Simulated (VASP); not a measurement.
# Si (I4_1/amd) in VASP: settings compared

Si is run at these levels: PBEsol-based screened hybrid with 25 % exact exchange, HSE06, PBE-based screened hybrid with 25 % exact exchange, LDA; tasks: single point.

Everything below comes from runs of VASP 6.6.1. Logs are shortened: lines on timing, memory, paths and dates and some standing lists are left out, and cuts for length are marked.

## Step 1: The cell of the first run

The structure is tetragonal, space group I4_1/amd (No. 141). Conventional cell: a = 4.848 Å, b = 4.848 Å, c = 2.518 Å, α = 90.00°, β = 90.00°, γ = 90.00°. Si (site symmetry -4m2) has 10 Si at 2.50 to 3.07 Å within 3.3 Å.

## Step 2: Single point, PBEsol-based screened hybrid with 25 % exact exchange

The input, POSCAR:

```
Si
1.0
   -2.4238266042      2.4238266042      1.2590677700
    2.4238266042     -2.4238266042      1.2590677700
    2.4238266042      2.4238266042     -1.2590677700
Si
2
Direct
    0.5000000000      0.5000000000      0.0000000000
    0.2500000000      0.7500000000      0.5000000000
```

The input, INCAR.step1:

```
PREC = Accurate ; ENCUT = 520
EDIFF = 1E-5 ; ISMEAR = -1
SIGMA = 0.05 ; LREAL = False
LASPH = True ; NELM = 80
ALGO = Normal ; ISIF = 2
LWAVE = True ; LCHARG = False
GGA = PE ; NBANDS = 11
```

The input, INCAR.step2:

```
PREC = Accurate ; ENCUT = 520
EDIFF = 1E-6 ; ISMEAR = -1
SIGMA = 0.05 ; LREAL = False
LASPH = True ; NELM = 80
ALGO = Normal ; ISIF = 2
LWAVE = False ; LCHARG = False
GGA = PS ; LHFCALC = True
AEXX = 0.25 ; HFSCREEN = 0.207
PRECFOCK = Normal ; ISTART = 1
NBANDS = 11
```

The input, KPOINTS:

```
Automatic mesh
0
Gamma
  6 6 6
```

Potentials or basis: VASP PAW PBE potentials, release 64 (Si).

The run is started by

```sh
$ cat potpaw_PBE.64/Si/POTCAR > POTCAR
$ cp INCAR.step1 INCAR
$ mpirun -np 1 vasp_std > vasp.out
$ cp INCAR.step2 INCAR
$ mpirun -np 1 vasp_std > vasp.out
```

OUTCAR:

```text
PREC = Accurate
   ENCUT = 520
   EDIFF = 1E-6
   ISMEAR = -1
   LREAL = False
   LASPH = True
   NELM = 80
   ISIF = 2
   GGA = PS
   LHFCALC = True
   AEXX = 0.25
   HFSCREEN = 0.207
   PRECFOCK = Normal
   ISTART = 1

 ion  position               nearest neighbor table
   1  0.500  0.500  0.000-   2 2.50   2 2.50   2 2.50   2 2.50   2 3.07   2 3.07   2 3.07   2 3.07

   2  0.250  0.750  0.500-   1 2.50   1 2.50   1 2.50   1 2.50   1 3.07   1 3.07   1 3.07   1 3.07

  LATTYP: Found a body centered tetragonal cell.
 ALAT       =     4.8476532084
 C/A-ratio  =     0.5194545550

  Lattice vectors:

 A1 = (  -2.4238266042,   2.4238266042,   1.2590677700)
 A2 = (   2.4238266042,  -2.4238266042,   1.2590677700)
 A3 = (   2.4238266042,   2.4238266042,  -1.2590677700)

Analysis of symmetry for initial positions (statically):
=====================================================================
 Subroutine PRICEL returns:
 Original cell was already a primitive cell.

 Routine SETGRP: Setting up the symmetry group for a
 body centered tetragonal supercell.

 Subroutine GETGRP returns: Found 16 space group operations
 (whereof  8 operations were pure point group operations)
 out of a pool of 16 trial point group operations.

The static configuration has the point symmetry D_2d.
 The point group associated with its full space group is D_4h.

Analysis of symmetry for dynamics (positions and initial velocities):
=====================================================================
 Subroutine PRICEL returns:
 Original cell was already a primitive cell.

 Routine SETGRP: Setting up the symmetry group for a
 body centered tetragonal supercell.

 Subroutine GETGRP returns: Found 16 space group operations
 (whereof  8 operations were pure point group operations)
 out of a pool of 16 trial point group operations.

The dynamic configuration has the point symmetry D_2d.
 The point group associated with its full space group is D_4h.

 Subroutine INISYM returns: Found 16 space group operations
 (whereof  8 operations are pure point group operations),
 and found     1 'primitive' translations

----------------------------------------------------------------------------------------

                                     Primitive cell

  volume of cell :      29.5878

  direct lattice vectors                    reciprocal lattice vectors
    -2.423826604  2.423826604  1.259067770     0.000000000  0.206285383  0.397119211
     2.423826604 -2.423826604  1.259067770     0.206285383  0.000000000  0.397119211
     2.423826604  2.423826604 -1.259067770     0.206285383  0.206285383  0.000000000

  length of vectors
     3.651728695  3.651728695  3.651728695     0.447501204  0.447501204  0.291731587

  position of ions in fractional coordinates (direct lattice)
     0.500000000  0.500000000  0.000000000
     0.250000000  0.750000000  0.500000000

  ion indices of the primitive-cell ions
   primitive index   ion index
                 1           1
                 2           2

----------------------------------------------------------------------------------------

 KPOINTS: Automatic mesh

Automatic generation of k-mesh.
 Grid dimensions read from file:
 generate k-points for:    6    6    6

 Generating k-lattice:

  Cartesian coordinates                     Fractional coordinates (reciprocal lattice)
     0.000000000  0.034380897  0.066186535     0.166666667  0.000000000  0.000000000
     0.034380897  0.000000000  0.066186535     0.000000000  0.166666667  0.000000000
     0.034380897  0.034380897  0.000000000     0.000000000  0.000000000  0.166666667

  Length of vectors
     0.074583534  0.074583534  0.048621931

  Shift w.r.t. Gamma in fractional coordinates (k-lattice)
     0.000000000  0.000000000  0.000000000

 Subroutine IBZKPT returns following result:
 ===========================================

 Found     30 irreducible k-points:

 Following reciprocal coordinates:
            Coordinates               Weight
  0.000000  0.000000  0.000000      1.000000
  0.166667 -0.000000  0.000000      8.000000
  0.333333 -0.000000  0.000000      8.000000
  0.500000  0.000000  0.000000      4.000000
  0.166667  0.166667 -0.000000      8.000000
  0.333333  0.166667  0.000000     16.000000
[... 16 lines left out ...]
 -0.333333 -0.333333  0.166667      8.000000
 -0.166667 -0.333333  0.166667      8.000000
 [... further k-points ...]
   k-points           NKPTS =     30   k-points in BZ     NKDIM =    216   number of bands    NBANDS=     11
   number of dos      NEDOS =    301   number of ions     NIONS =      2
   total plane-waves  NPLWV =  21952
   dimension x,y,z NGX =    28 NGY =   28 NGZ =   28
   dimension x,y,z NGXF=    56 NGYF=   56 NGZF=   56
   ions per type =               2
   NGX,Y,Z   is equivalent  to a cutoff of  12.75, 12.75, 12.75 a.u.
   NGXF,Y,Z  is equivalent  to a cutoff of  25.49, 25.49, 25.49 a.u.
 SYSTEM =  unknown system
   PREC   = accura    normal or accurate (medium, high low for compatibility)
   ISTART =      1    job   : 0-new  1-cont  2-samecut
   ICHARG =      0    charge: 1-file 2-atom 10-const
   ISPIN  =      1    spin polarized calculation?
   LNONCOLLINEAR =      F non collinear calculations
   LSORBIT =      F    spin-orbit coupling
   LASPH  =      T    aspherical Exc in radial PAW
   ENCUT  =  520.0 eV  38.22 Ry    6.18 a.u.   6.79  6.79  6.79*2*pi/ulx,y,z
   NELM   =     80;   NELMIN=  2; NELMDL=  0     # of ELM steps
   EDIFF  = 0.1E-05   stopping-criterion for ELM
   LREAL  =      F    real-space projection
   EDIFFG = 0.1E-04   stopping-criterion for IOM
   NSW    =      0    number of steps for IOM
   IBRION =     -1    ionic relax: 0-MD 1-quasi-New 2-CG
   NFREE  =      0    steps in history (QN), initial steepest desc. (CG)
   ISIF   =      2    stress and relaxation
   ISYM   =      3    0-nonsym 1-usesym 2-fastsym
   POTIM  = 0.5000    time-step for ionic-motion
   TEBEG  =    0.0;   TEEND  =   0.0 temperature during run
   PSTRESS=    0.0 pullay stress
   NELECT =       8.0000    total number of electrons
   NUPDOWN=      -1.0000    fix difference up-down
   EMIN   =  10.00;   EMAX   =-10.00  energy-range for DOS
   EFERMI =   0.00;   METHOD = LEGACY
   ISMEAR =    -1;   SIGMA  =   0.05  broadening in eV -4-tet -1-fermi 0-gaus
   EFERMI_NEDOS =   21; number of points for ismear=-14 and -15
   IALGO  =     38    algorithm
   IMIX   =      1    mixing-type and parameters
     AMIX     =   0.40;   BMIX     =  1.00
     AMIX_MAG =   1.60;   BMIX_MAG =  1.00
  volume/ion in A,a.u.               =      14.79        99.83
  Fermi-wavevector in a.u.,A,eV,Ry     =   1.058605  2.000474 15.247306  1.120645
  Thomas-Fermi vector in A             =   2.193921
   LORBIT       =      0    0 simple, 1 ext, 2 COOP (PROOUT), +10 PAW based schemes
   GGA     = PS    functional components
   LHFCALC =     T    Hartree Fock is set to
   PRECFOCK=normal    Normal, Fast or Accurate (Low or Medium for compatibility)
   ENCUT4O =  -1.0   cutoff for four orbital integrals eV
   NKREDX  =     1    reduce k-point grid by
   NKREDY  =     1    reduce k-point grid by
   NKREDZ  =     1    reduce k-point grid by
   AEXX    =    0.2500 exact exchange contribution
   HFSCREEN=    0.2070 screening length (either q_TF or 0.3 A-1)
   HFSCREENC=   0.2070 screening length for correlation (either q_TF or 0.3 A-1)
   ENCUTFOCK=  -1.0 apply spherical cutoff to Coloumb kernel
   IVDW    =     0    specifies the selected vdW correction
   LEPSILON=     F    determine dielectric tensor
   LRPA    =     F    only Hartree local field effects (RPA)
 non-spin polarized calculation
  energy-cutoff  :      520.00
  volume of cell :       29.59
 maximum number of plane-waves:       810
  NGX = 24; NGY = 24; NGZ = 24

 number of electron       8.0000000 magnetization

 Free energy of the ion-electron system (eV)
  ---------------------------------------------------
  ext. energy  EPLUGINS =         0.00000000
  ---------------------------------------------------
  free energy    TOTEN  =       -12.34605426 eV

  energy without entropy =      -12.34255678  energy(sigma->0) =      -12.34430552

 E-fermi :   9.6642     XC(G=0):  -9.1144

 val. band max:        9.3434824806   @ k =  -0.1667   0.3333   0.1667
 cond. band min:       9.7793663564   @ k =   0.3333   0.1667   0.0000
 fundamental gap:      0.4358838758
 Fermi energy:         9.6641542374

 k-point     1 :       0.0000    0.0000    0.0000
  band No.  band energies     occupation
      1      -6.3874      2.00000
      2       6.0396      2.00000
      3       6.0396      2.00000
      4       6.2908      2.00000
      5      10.9871      0.00000
      6      17.9647      0.00000
      7      18.8750      0.00000
      8      18.8750      0.00000
      9      20.3887      0.00000
     10      21.5254      0.00000
     11      22.1265      0.00000

 k-point     2 :       0.1667   -0.0000    0.0000
  band No.  band energies     occupation
      1      -5.4992      2.00000
      2       4.8033      2.00000
      3       5.9868      2.00000
      4       9.0491      1.99999
      5      12.6632      0.00000
      6      15.0257      0.00000
      7      15.2896      0.00000
      8      17.5135      0.00000
      9      18.2483      0.00000
     10      19.5715      0.00000
     11      20.9132      0.00000

 k-point     3 :       0.3333   -0.0000    0.0000
  band No.  band energies     occupation
      1      -2.8465      2.00000
      2       5.1259      2.00000
      3       6.6375      2.00000
      4       7.5248      2.00000
      5      10.8780      0.00000
      6      13.4268      0.00000
      7      14.1288      0.00000
      8      15.1402      0.00000
      9      17.0818      0.00000
     10      17.1993      0.00000
     11      22.3067      0.00000
[... 267 lines left out ...]
 k-point    23 :      -0.3333   -0.3333    0.1667
  band No.  band energies     occupation
      1       1.1135      2.00000
      2       1.1298      2.00000
      3       5.1013      2.00000
      4       5.8330      2.00000
      5       6.0098      2.00000
      6      13.9837      0.00000
      7      17.4665      0.00000
      8      18.2551      0.00000
      9      22.6146      0.00000
     10      22.6767      0.00000
     11      23.0837      0.00000

 k-point    24 :      -0.1667   -0.3333    0.1667
  band No.  band energies     occupation
      1       0.0634      2.00000
      2       4.3898      2.00000
      3       5.8302      2.00000
      4       7.3060      2.00000
      5       8.3855      2.00000
      6      11.5063      0.00000
      7      12.3437      0.00000
      8      14.8758      0.00000
      9      18.0336      0.00000
     10      21.2858      0.00000
     11      24.4898      0.00000

 [... further k-points ...]
[... 5 lines left out ...]
  --------------------------------------------------------------------------------------
  -------------------------------------------------------------------------------------
  Total       -0.0277477     -0.0277477     -0.0243106      0.0000000      0.0000000     -0.0000000
  in kB       -1.5025400     -1.5025400     -1.3164180      0.0000000      0.0000000     -0.0000000
  external PRESSURE =      -1.4404993 kB  Pullay stress =       0.0000000 kB

 VOLUME and BASIS-vectors are now :
 -----------------------------------------------------------------------------
  energy-cutoff  :      520.00
  volume of cell :       29.59
      direct lattice vectors                 reciprocal lattice vectors
    -2.423826604  2.423826604  1.259067770     0.000000000  0.206285383  0.397119211
     2.423826604 -2.423826604  1.259067770     0.206285383  0.000000000  0.397119211
     2.423826604  2.423826604 -1.259067770     0.206285383  0.206285383  0.000000000

 POSITION                                       TOTAL-FORCE (eV/Angst)
 -----------------------------------------------------------------------------------
      0.00000      0.00000      1.25907        -0.000000      0.000000     -0.000000
      2.42383      0.00000      0.62953         0.000000     -0.000000      0.000000
 -----------------------------------------------------------------------------------
    total drift:                                0.000000     -0.000000      0.000000

  FREE ENERGIE OF THE ION-ELECTRON SYSTEM (eV)
  ---------------------------------------------------
  free  energy   TOTEN  =       -12.3460542567 eV

  energy  without entropy=      -12.3425567825  energy(sigma->0) =      -12.34430552
```

Wall time 16 min (1 thread of Intel Xeon Platinum 8488C (Sapphire Rapids), shared host); peak memory 0.26 GiB.

Results:

```
Free energy            : -12.3461 eV
Pressure               : -0.1 GPa
Band gap on the k mesh : zero (bands 4 and 5 overlap by 6.23 eV)
```

Caveat: the k points lie up to 0.47 Å⁻¹ apart, too coarse for converged energies and pressures of a metal; the PAW data sets were made with another functional, which shifts forces and pressure a little.

## Step 3: Single point, HSE06

This run uses another cell than the first one, of 14.99 Å³/atom.

The input, POSCAR:

```
Si
1.0
   -2.4341853732      2.4341853732      1.2648894352
    2.4341853732     -2.4341853732      1.2648894352
    2.4341853732      2.4341853732     -1.2648894352
Si
2
Direct
    0.5000000000      0.5000000000      0.0000000000
    0.2500000000      0.7500000000      0.5000000000
```

The input, INCAR.step1:

```
SYSTEM = Si
PREC = Accurate ; ENCUT = 520
EDIFF = 1E-5 ; ISMEAR = -1
SIGMA = 0.05 ; LREAL = .False.
LASPH = .True. ; NELM = 80
ALGO = Normal ; ISIF = 2
LWAVE = .True. ; LCHARG = .False.
GGA = PE ; NBANDS = 11
```

The input, INCAR.step2:

```
SYSTEM = Si
PREC = Accurate ; ENCUT = 520
EDIFF = 1E-6 ; ISMEAR = -1
SIGMA = 0.05 ; LREAL = .False.
LASPH = .True. ; NELM = 80
ALGO = Normal ; ISIF = 2
LWAVE = .False. ; LCHARG = .False.
GGA = PE ; LHFCALC = .True.
HFSCREEN = 0.2079 ; PRECFOCK = Normal
ISTART = 1 ; NBANDS = 11
```

The input, KPOINTS:

```
regular mesh
0
Gamma
  6 6 6
  0 0 0
```

Potentials or basis: VASP PAW PBE potentials, release 64 (Si).

The run is started by

```sh
$ cat potpaw_PBE.64/Si/POTCAR > POTCAR
$ cp INCAR.step1 INCAR
$ mpirun -np 1 vasp_std > vasp.out
$ cp INCAR.step2 INCAR
$ mpirun -np 1 vasp_std > vasp.out
```

Wall time 17 min (1 thread of Intel Xeon Platinum 8488C (Sapphire Rapids), shared host); peak memory 0.26 GiB.

Results (log left out):

| Quantity | Value |
| --- | --- |
| Free energy | -11.8080 eV |
| Pressure | -0.4 GPa |
| Band gap on the k mesh | zero (bands 4 and 5 overlap by 6.14 eV) |

Levels at points of the mesh, in eV from the Fermi level:
```tsv
k point	band 1	band 2	band 3	band 4	band 5	band 6	band 7	band 8	band 9
(0.00, 0.00, 0.00)	-15.91	-3.58	-3.58	-3.40	1.42	8.25	9.13	9.13	10.68
(0.50, 0.00, 0.00)	-8.33	-7.77	-2.99	-1.88	-1.73	1.29	4.87	5.85	9.28
(0.50, 0.50, 0.00)	-12.60	-12.60	-0.36	-0.36	2.00	2.00	10.70	10.70	11.28
(0.50, 0.50, 0.50)	-10.15	-10.15	-8.17	-8.17	7.88	7.88	13.25	13.25	14.62
```

Caveat: the k points lie up to 0.47 Å⁻¹ apart, too coarse for converged energies and pressures of a metal; the PAW data sets were made with another functional, which shifts forces and pressure a little.

## Step 4: Single point, PBE-based screened hybrid with 25 % exact exchange

This run uses another cell than the first one, of 15.02 Å³/atom.

The input, POSCAR:

```
Si
1.0
   -2.4361623221      2.4361623221      1.2656474315
    2.4361623221     -2.4361623221      1.2656474315
    2.4361623221      2.4361623221     -1.2656474315
Si
2
Direct
    0.5000000000      0.5000000000      0.0000000000
    0.2500000000      0.7500000000      0.5000000000
```

The input, INCAR.step1:

```
SYSTEM = Si
PREC = Accurate ; ENCUT = 520
EDIFF = 1E-5 ; ISMEAR = -1
SIGMA = 0.05 ; LREAL = .FALSE.
LASPH = .TRUE. ; NELM = 60
ALGO = Normal ; ISIF = 2
LWAVE = .TRUE. ; LCHARG = .FALSE.
NBANDS = 11 ; GGA = PE
```

The input, INCAR.step2:

```
SYSTEM = Si
PREC = Accurate ; ENCUT = 520
EDIFF = 1E-6 ; ISMEAR = -1
SIGMA = 0.05 ; LREAL = .FALSE.
LASPH = .TRUE. ; NELM = 60
ALGO = Normal ; ISIF = 2
LWAVE = .FALSE. ; LCHARG = .FALSE.
GGA = PE ; LHFCALC = .TRUE.
AEXX = 0.25 ; HFSCREEN = 0.3
PRECFOCK = Normal ; NBANDS = 11
ISTART = 1
```

The input, KPOINTS:

```
Automatic mesh
0
G
  6 6 6
  0 0 0
```

The run is started by

```sh
$ cat potpaw_PBE.64/Si/POTCAR > POTCAR
$ cp INCAR.step1 INCAR
$ mpirun -np 1 vasp_std > vasp.out
$ cp INCAR.step2 INCAR
$ mpirun -np 1 vasp_std > vasp.out
```

Wall time 14 min (1 thread of Intel Xeon Platinum 8488C (Sapphire Rapids), shared host); peak memory 0.26 GiB.

The run converged. Its results:

```yaml
Free_energy: -11.4765 eV
Pressure: -0.3 GPa
Band_gap_on_the_k_mesh: zero (bands 4 and 5 overlap by 5.97 eV)
```

Levels at points of the mesh, in eV from the Fermi level:
| k point | band 1 | band 2 | band 3 | band 4 | band 5 | band 6 | band 7 | band 8 | band 9 |
| --- | --- | --- | --- | --- | --- | --- | --- | --- | --- |
| (0.00, 0.00, 0.00) | -15.67 | -3.45 | -3.45 | -3.33 | 1.37 | 8.12 | 8.97 | 8.97 | 10.53 |
| (0.50, 0.00, 0.00) | -8.13 | -7.56 | -2.87 | -1.79 | -1.71 | 1.25 | 4.76 | 5.74 | 9.13 |
| (0.50, 0.50, 0.00) | -12.36 | -12.36 | -0.32 | -0.32 | 1.94 | 1.94 | 10.54 | 10.54 | 11.13 |
| (0.50, 0.50, 0.50) | -9.93 | -9.93 | -7.94 | -7.94 | 7.73 | 7.73 | 13.06 | 13.06 | 14.45 |

Caveat: the k points lie up to 0.47 Å⁻¹ apart, too coarse for converged energies and pressures of a metal; the PAW data sets were made with another functional, which shifts forces and pressure a little.

## Step 5: Single point, LDA

This run uses another cell than the first one, of 14.05 Å³/atom.

The input, INCAR:

```
SYSTEM = Si
PREC = Accurate ; ENCUT = 520
EDIFF = 1E-6 ; ISMEAR = -1
SIGMA = 0.05 ; LREAL = .False.
LASPH = .True. ; NELM = 60
ALGO = Normal ; ISIF = 2
LWAVE = .False. ; LCHARG = .False.
GGA = CA ; NBANDS = 11
```

The input, KPOINTS:

```
Automatic mesh
0
Gamma
  11 11 11
  0 0 0
```

The input, POSCAR:

```
Si
1.0
   -2.3229633681      2.3229633681      1.3021299107
    2.3229633681     -2.3229633681      1.3021299107
    2.3229633681      2.3229633681     -1.3021299107
Si
2
Direct
    0.5000000000      0.5000000000      0.0000000000
    0.2500000000      0.7500000000      0.5000000000
```

Potentials or basis: VASP PAW LDA potentials, release 64 (Si).

The run is started by

```sh
$ cat potpaw_LDA.64/Si/POTCAR > POTCAR
$ mpirun -np 1 vasp_std > vasp.out
```

Run time: 17 s. Hardware: 1 thread of Intel Xeon Platinum 8488C (Sapphire Rapids), shared host; peak memory 0.15 GiB.

It converged, with:

| Quantity | Value |
| --- | --- |
| Free energy | -11.4577 eV |
| Pressure | 7.3 GPa |
| Band gap on the k mesh | zero (bands 4 and 5 overlap by 6.27 eV) |

Stress tensor (GPa, compression positive):
```
8.40 0.00 0.00
0.00 8.40 0.00
0.00 0.00 5.12
```

Levels at points of the mesh, in eV from the Fermi level:
| k point | band 2 | band 3 | band 4 | band 5 | band 6 | band 7 |
| --- | --- | --- | --- | --- | --- | --- |
| (0.00, 0.00, 0.00) | -2.56 | -2.56 | -1.56 | 1.32 | 7.73 | 9.56 |

Caveat: the cell stands under pressure.

## Step 6: Summary

```tsv
level	potentials or basis	cell	k mesh	grid for exact exchange (PRECFOCK)	share of exact exchange	screening parameter	gap on the mesh (eV)	pressure (GPa)
PBEsol-based screened hybrid with 25 % exact exchange	VASP PAW PBE potentials, release 64 (Si)	a = 3.652 Å, angles 96.8, 96.8, 139.7°, 2 atoms	6 × 6 × 6	Normal	0.25	0.207 1/Å	none	-0.1
HSE06	VASP PAW PBE potentials, release 64 (Si)	a = 3.667 Å, angles 96.8, 96.8, 139.6°, 2 atoms	6 × 6 × 6	Normal	0.25	0.2079 1/Å	none	-0.4
PBE-based screened hybrid with 25 % exact exchange	VASP PAW PBE potentials, release 64 (Si)	a = 3.670 Å, angles 96.8, 96.8, 139.7°, 2 atoms	6 × 6 × 6	Normal	0.25	0.3 1/Å	none	-0.3
LDA	VASP PAW LDA potentials, release 64 (Si)	a = 3.534 Å, angles 97.8, 97.8, 136.8°, 2 atoms	11 × 11 × 11	-	-	-	none	7.3
```

Alike in all rows: task single point; no spin polarisation; cutoff (eV) 520; smearing fermi-dirac 0.05 eV.

Caveats: some runs use coarse meshes; the PAW data sets were made with another functional, which shifts forces and pressure a little (at least some runs); the cell stands under pressure (at least some runs).

Absolute energies hang on the potentials; compare differences alone.
